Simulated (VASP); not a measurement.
# B17HN18 (a cell with a defect) in VASP: relaxation of the atoms with PBE

Aim: the relaxation of the atoms of B17HN18 (a cell with a defect) with PBE.

All numbers are computed with VASP 6.6.1; they aren't measurements. Logs are shortened: lines on timing, memory, paths and dates and some standing lists are left out, and cuts for length are marked.

## 1. The cell of the first run

The cell holds a defect, 36 atoms: a = 7.465 Å, b = 7.465 Å, c = 6.495 Å, α = 90.00°, β = 90.00°, γ = 120.00°.

## 2. Relaxation of the atoms, PBE

The input, INCAR:

```
SYSTEM = B17HN18
  PREC = Accurate
  ENCUT = 520
  EDIFF = 1E-6
  ISMEAR = 0
  SIGMA = 0.01
  LREAL = Auto
  LASPH = .True.
  NELM = 100
  ALGO = Normal
  ISIF = 2
  LWAVE = .False.
  LCHARG = .False.
  GGA = PE
  IBRION = 2
  NSW = 100
  EDIFFG = -0.03
  NELECT = 144.0
```

The input, KPOINTS:

```
Automatic mesh
0
Gamma
  1 1 1
  0.25 0.25 0.25
```

The input, POSCAR:

```
B17HN18
1.0
    7.4650312800      0.0000000000      0.0000000000
   -3.7325156400      6.4649067300      0.0000000000
    0.0000000000      0.0000000000      6.4954828800
B N H
17 18 1
Direct
    0.1111111100      0.2222222200      0.2500000000
    0.2222222200      0.1111111100      0.7500000000
    0.1111111100      0.5555555600      0.2500000000
    0.2222222200      0.4444444400      0.7500000000
    0.1111111100      0.8888888900      0.2500000000
    0.2222222200      0.7777777800      0.7500000000
    0.4444444400      0.2222222200      0.2500000000
    0.5555555600      0.1111111100      0.7500000000
    0.4444444400      0.5555555600      0.2500000000
    0.4444444400      0.8888888900      0.2500000000
    0.5555555600      0.7777777800      0.7500000000
    0.7777777800      0.2222222200      0.2500000000
    0.8888888900      0.1111111100      0.7500000000
    0.7777777800      0.5555555600      0.2500000000
    0.8888888900      0.4444444400      0.7500000000
    0.7777777800      0.8888888900      0.2500000000
    0.8888888900      0.7777777800      0.7500000000
    0.1111111100      0.2222222200      0.7500000000
    0.2222222200      0.1111111100      0.2500000000
    0.1111111100      0.5555555600      0.7500000000
    0.2222222200      0.4444444400      0.2500000000
    0.1111111100      0.8888888900      0.7500000000
    0.2222222200      0.7777777800      0.2500000000
    0.4444444400      0.2222222200      0.7500000000
    0.5555555600      0.1111111100      0.2500000000
    0.4444444400      0.5555555600      0.7500000000
    0.5555555600      0.4444444400      0.2500000000
    0.4444444400      0.8888888900      0.7500000000
    0.5555555600      0.7777777800      0.2500000000
    0.7777777800      0.2222222200      0.7500000000
    0.8888888900      0.1111111100      0.2500000000
    0.7777777800      0.5555555600      0.7500000000
    0.8888888900      0.4444444400      0.2500000000
    0.7777777800      0.8888888900      0.7500000000
    0.8888888900      0.7777777800      0.2500000000
    0.5233420000      0.3800170000      0.7500000000
```

Potentials or basis: VASP PAW PBE potentials, release 64 (B, N, H).

Started as:

```
$ cat potpaw_PBE.64/B/POTCAR potpaw_PBE.64/N/POTCAR potpaw_PBE.64/H/POTCAR > POTCAR
$ mpirun -np 1 vasp_std > vasp.out
```

OUTCAR:

```text
SYSTEM = B17HN18
   PREC = Accurate
   ENCUT = 520
   EDIFF = 1E-6
   ISMEAR = 0
   LREAL = Auto
   LASPH = .True.
   NELM = 100
   ISIF = 2
   GGA = PE
   IBRION = 2
   NSW = 100
   EDIFFG = -0.03
   NELECT = 144.0

 ion  position               nearest neighbor table
   1  0.111  0.222  0.250-  19 1.44  31 1.44  21 1.44
   2  0.222  0.111  0.750-  18 1.44  24 1.44  22 1.44
   3  0.111  0.556  0.250-  33 1.44  23 1.44  21 1.44
   4  0.222  0.444  0.750-  26 1.44  18 1.44  20 1.44
   5  0.111  0.889  0.250-  23 1.44  35 1.44  19 1.44
   6  0.222  0.778  0.750-  22 1.44  28 1.44  20 1.44
[... 17 lines left out ...]
  24  0.444  0.222  0.750-  36 1.02   2 1.44   8 1.44
  25  0.556  0.111  0.250-  12 1.44  10 1.44   7 1.44
  26  0.444  0.556  0.750-   4 1.44  11 1.44
  27  0.556  0.444  0.250-  14 1.44   7 1.44   9 1.44
  28  0.444  0.889  0.750-   6 1.44   8 1.44  11 1.44
  29  0.556  0.778  0.250-  16 1.44   9 1.44  10 1.44
  30  0.778  0.222  0.750-  13 1.44   8 1.44  15 1.44
  31  0.889  0.111  0.250-  12 1.44   1 1.44  16 1.44
  32  0.778  0.556  0.750-  17 1.44  15 1.44
  33  0.889  0.444  0.250-   3 1.44  12 1.44  14 1.44
  34  0.778  0.889  0.750-  17 1.44  11 1.44  13 1.44
  35  0.889  0.778  0.250-  16 1.44   5 1.44  14 1.44
  36  0.523  0.380  0.750-  24 1.02

  LATTYP: Found a hexagonal cell.
 ALAT       =     7.4650312800
 C/A-ratio  =     0.8701213212

  Lattice vectors:

 A1 = (   7.4650312800,   0.0000000000,   0.0000000000)
 A2 = (  -3.7325156400,   6.4649067300,   0.0000000000)
 A3 = (   0.0000000000,   0.0000000000,   6.4954828800)

Analysis of symmetry for initial positions (statically):
=====================================================================
 Subroutine PRICEL returns:
 Original cell was already a primitive cell.

 Routine SETGRP: Setting up the symmetry group for a
 hexagonal supercell.

 Subroutine GETGRP returns: Found  4 space group operations
 (whereof  1 operations were pure point group operations)
 out of a pool of 24 trial point group operations.

The static configuration has the point symmetry C_1 .
 The point group associated with its full space group is C_2v.

Analysis of symmetry for dynamics (positions and initial velocities):
=====================================================================
 Subroutine PRICEL returns:
 Original cell was already a primitive cell.

 Routine SETGRP: Setting up the symmetry group for a
 hexagonal supercell.
[... 177 lines left out ...]
   LHFCALC =     F    Hartree Fock is set to
   AEXX    =    0.0000 exact exchange contribution
   IVDW    =     0    specifies the selected vdW correction
   LEPSILON=     F    determine dielectric tensor
   LRPA    =     F    only Hartree local field effects (RPA)
 conjugate gradient relaxation of ions
 non-spin polarized calculation
 Gauss-broadening in eV      SIGMA  =   0.01
  energy-cutoff  :      520.00
  volume of cell :      313.48
 maximum number of plane-waves:      8452
 NGX is ok and might be reduce to    56
   NGX = 27   NGY = 27   NGZ = 25

--------------------------------------- Ionic step        1  -------------------------------------------

 number of electron     144.0000001 magnetization

 Free energy of the ion-electron system (eV)
  ---------------------------------------------------
  ext. energy  EPLUGINS =         0.00000000
  ---------------------------------------------------
  free energy    TOTEN  =      -298.24909504 eV

  energy without entropy =     -298.24909504  energy(sigma->0) =     -298.24909504

------------------------ aborting loop because EDIFF is reached ----------------------------------------

  FORCE on cell =-STRESS in cart. coord.  units (eV):
  Direction    XX          YY          ZZ          XY          YZ          ZX
  --------------------------------------------------------------------------------------
  -------------------------------------------------------------------------------------
  Total       43.0395661     38.9490000     20.1639499      0.0000000      0.0000000      0.0000000
  in kB      219.9749001    199.0680474    103.0577969      0.0000000      0.0000000      0.0000000
  external PRESSURE =     174.0335815 kB  Pullay stress =       0.0000000 kB
[... 191 lines left out ...]
  FREE ENERGIE OF THE ION-ELECTRON SYSTEM (eV)
  ---------------------------------------------------
  free  energy   TOTEN  =      -298.7557428316 eV

  energy  without entropy=     -298.7557428316  energy(sigma->0) =     -298.75574283

[... ionic steps 4 to 11 ...]

--------------------------------------- Ionic step       12  -------------------------------------------

 number of electron     143.9999997 magnetization

------------------------ aborting loop because EDIFF is reached ----------------------------------------
[... 135 lines left out ...]
--------------------------------------- Ionic step       14  -------------------------------------------

 number of electron     143.9999997 magnetization

 Free energy of the ion-electron system (eV)
  ---------------------------------------------------
  ext. energy  EPLUGINS =         0.00000000
  ---------------------------------------------------
  free energy    TOTEN  =      -298.78394423 eV

  energy without entropy =     -298.78394423  energy(sigma->0) =     -298.78394423

 E-fermi :   4.8147     XC(G=0): -10.2748

 val. band max:        4.7435156679   @ k =   0.2500   0.2500   0.2500
 cond. band min:       6.4131684805   @ k =   0.5000   0.2500   0.2500
 fundamental gap:      1.6696528126
 Fermi energy:         4.8146705634

 k-point     1 :       0.2500    0.2500    0.2500
  band No.  band energies     occupation
      1     -15.9780      2.00000
      2     -15.4772      2.00000
      3     -15.4311      2.00000
      4     -14.1690      2.00000
      5     -14.0792      2.00000
      6     -14.0585      2.00000
[... 76 lines left out ...]
     83       9.4212      0.00000
     84       9.5342      0.00000

 k-point     2 :       0.5000    0.2500    0.2500
  band No.  band energies     occupation
      1     -15.9774      2.00000
      2     -15.4851      2.00000
      3     -15.4237      2.00000
      4     -14.1348      2.00000
      5     -14.0818      2.00000
      6     -14.0531      2.00000
[... 76 lines left out ...]
     83       9.4990      0.00000
     84       9.5335      0.00000
 [bands above 84 left out]

------------------------ aborting loop because EDIFF is reached ----------------------------------------

  FORCE on cell =-STRESS in cart. coord.  units (eV):
  Direction    XX          YY          ZZ          XY          YZ          ZX
  --------------------------------------------------------------------------------------
  -------------------------------------------------------------------------------------
  Total       45.2305400     41.2693258     20.0359530      0.0000000      0.0000000      0.0000000
  in kB      231.1729513    210.9272149    102.4036056      0.0000000      0.0000000      0.0000000
  external PRESSURE =     181.5012573 kB  Pullay stress =       0.0000000 kB
[... 51 lines left out ...]
  FREE ENERGIE OF THE ION-ELECTRON SYSTEM (eV)
  ---------------------------------------------------
  free  energy   TOTEN  =      -298.7839442283 eV

  energy  without entropy=     -298.7839442283  energy(sigma->0) =     -298.78394423

 reached required accuracy - stopping structural energy minimisation
```

CONTCAR:

```text
B17HN18
   1.00000000000000
     7.4650312799999998    0.0000000000000000    0.0000000000000000
    -3.7325156399999999    6.4649067300000000    0.0000000000000000
     0.0000000000000000    0.0000000000000000    6.4954828800000000
  B               N               H
    17    18     1
Direct
     0.1113040944521635    0.2224543608446941    0.2500000000000000
     0.2233826850225878    0.1117933870734091    0.7500000000000000
     0.1109564519760180    0.5552462439520320    0.2500000000000000
     0.2282772978280361    0.4503506065708677    0.7500000000000000
     0.1108343381466555    0.8887967262691859    0.2500000000000000
     0.2226454944406886    0.7786243288813804    0.7500000000000000
[... 28 lines left out ...]
     0.8889407230350355    0.7779027970354317    0.2500000000000000
     0.5238021353263682    0.3809372706527397    0.7500000000000000

  0.00000000E+00  0.00000000E+00  0.00000000E+00
  0.00000000E+00  0.00000000E+00  0.00000000E+00
  0.00000000E+00  0.00000000E+00  0.00000000E+00
  0.00000000E+00  0.00000000E+00  0.00000000E+00
  0.00000000E+00  0.00000000E+00  0.00000000E+00
  0.00000000E+00  0.00000000E+00  0.00000000E+00
[... 28 lines left out ...]
  0.00000000E+00  0.00000000E+00  0.00000000E+00
  0.00000000E+00  0.00000000E+00  0.00000000E+00
```

It took 5.9 min on 1 thread of AMD EPYC 9R45 (Zen 5), shared host; peak memory 0.4 GiB.

What came out:

| Property | Result |
| --- | --- |
| Free energy | -298.7839 eV |
| Energy gained by relaxing | 14.9 meV/atom |
| Ionic steps | 14 |
| Largest force after relaxing | 0.023 eV/Å |

Forces in eV/Å, atoms in the order of the input:
```
B   -0.003 -0.003  0.000
B    0.011  0.015  0.000
B    0.000 -0.002  0.000
B    0.002  0.008  0.000
B    0.001  0.000  0.000
B    0.000 -0.023  0.000
B    0.000 -0.007  0.000
B   -0.011  0.015  0.000
B   -0.005 -0.001  0.000
B   -0.001  0.000  0.000
B    0.008 -0.006  0.000
B    0.003 -0.003  0.000
B    0.000 -0.013  0.000
B    0.005 -0.001  0.000
B   -0.002  0.008  0.000
B    0.000  0.003  0.000
B   -0.008 -0.006  0.000
N    0.008  0.004  0.000
N    0.003  0.000  0.000
N    0.000  0.007  0.000
N    0.005  0.001  0.000
N   -0.014  0.013  0.000
N    0.000  0.000  0.000
N    0.000 -0.021  0.000
N   -0.003  0.000  0.000
N    0.019  0.004  0.000
N    0.000  0.001  0.000
N    0.014  0.013  0.000
N    0.000 -0.007  0.000
N   -0.008  0.004  0.000
N    0.000 -0.002  0.000
N   -0.019  0.004  0.000
N   -0.005  0.001  0.000
N    0.000  0.008  0.000
N    0.000 -0.007  0.000
H    0.000 -0.008  0.000
```

Step by step:
```
step  energy change (eV)  largest force (eV/Å)  pressure (GPa)
   1              0.0000                3.9639           17.40
   2              5.1537               14.3720           25.59
   3             -0.5066                0.8620           17.94
   4             -0.5070                0.8039           17.92
   5             -0.4876                0.7838           18.32
   6             -0.5303                0.2343           18.07
   7             -0.5307                0.2196           18.08
   8             -0.5326                0.1008           18.07
   9             -0.5338                0.1034           18.12
  10             -0.5338                0.0962           18.12
  11             -0.5345                0.0671           18.15
  12             -0.5346                0.0621           18.14
  13             -0.5347                0.0790           18.15
  14             -0.5348                0.0230           18.15
```

Final structure:
```xyz
36
Lattice="7.4650 0.0000 0.0000 -3.7325 6.4649 0.0000 0.0000 0.0000 6.4955" Properties=species:S:1:pos:R:3 pbc="T T T"
B     0.0006    1.4381    1.6239
B     1.2503    0.7227    4.8716
B    -1.2442    3.5896    1.6239
B     0.0232    2.9115    4.8716
B    -2.4901    5.7460    1.6239
B    -1.2442    5.0337    4.8716
B     2.4883    1.4412    1.6239
B     3.7264    0.7227    4.8716
B     1.2478    3.5894    1.6239
B     0.0017    5.7460    1.6239
B     1.2385    4.9819    4.8716
B     4.9761    1.4381    1.6239
B     6.2209    0.7128    4.8716
B     3.7289    3.5894    1.6239
B     4.9535    2.9115    4.8716
B     2.4883    5.7445    1.6239
B     3.7382    4.9819    4.8716
N    -0.0046    1.4399    4.8716
N     1.2439    0.7179    1.6239
N    -1.2442    3.6001    4.8716
N    -0.0008    2.8724    1.6239
N    -2.4882    5.7539    4.8716
N    -1.2442    5.0281    1.6239
N     2.4883    1.3868    4.8716
N     3.7328    0.7179    1.6239
N     1.2070    3.6055    4.8716
N     2.4883    2.8717    1.6239
N    -0.0001    5.7539    4.8716
N     1.2443    5.0291    1.6239
N     4.9813    1.4399    4.8716
N     6.2209    0.7184    1.6239
N     3.7696    3.6055    4.8716
N     4.9775    2.8724    1.6239
N     2.4883    5.7455    4.8716
N     3.7324    5.0291    1.6239
H     2.4883    2.4627    4.8716
```

Levels at points of the mesh, in eV from the Fermi level:
```
           k point  band 68  band 69  band 70  band 71  band 72  band 73  band 74  band 75  band 76  band 77
(0.25, 0.25, 0.25)    -2.39    -1.84    -1.59    -1.54    -0.07     1.60     1.68     1.76     2.53     3.29
```

Caveat: the cell carries a net charge on a neutralising background, which shifts energy and pressure; the cell is charged against a uniform background, so pressure and absolute levels hang on convention.
